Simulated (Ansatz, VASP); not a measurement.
# One calculation of SiC3, two programs

```xyz
4
Lattice="3.6235 0.0000 0.0000 -1.8117 3.1380 0.0000 0.0000 0.0000 3.6407" Properties=species:S:1:pos:R:3 pbc="T T T"
Si    0.0000    0.0000    1.1100
C     0.0000    2.0920    1.1145
C     1.8117    1.0460    1.1145
C     0.0000    0.0000    2.9299
```

Alike in both runs: functional PBE; k mesh 5 × 5 × 5; occupations gaussian, width 0.2 eV; no spin polarisation.

Ansatz relaxed the structure, and its values are those at the end. VASP's run is a single point on that final structure, the one shown.

|  | VASP | Ansatz |
| --- | --- | --- |
| version | VASP 6.6.1 | Ansatz 0.2.0 |
| potentials or method | VASP PAW PBE potentials, release 64 (Si, C), cutoff 600 eV | scalar-relativistic, plane waves, PAW |
| valence electrons in the cell | 16 | 16 |

Ansatz gave:

| Quantity | Value |
| --- | --- |
| gap on the k mesh at the Fermi level (eV) | none |
| pressure (GPa) | 0.1 |
| rms of the force components (eV/Å) | 0.003 |

Problem. Which values does VASP return?

Solution. gap on the k mesh at the Fermi level (eV): none; pressure (GPa): -0.1; rms of the force components (eV/Å): 0.003.

A gap of «none» marks a metal or a gap that the smearing closes. With one functional, cell and mesh, what is left measures potentials, basis and numerics.

The k mesh is coarse, so the values compare programs but aren't converged.
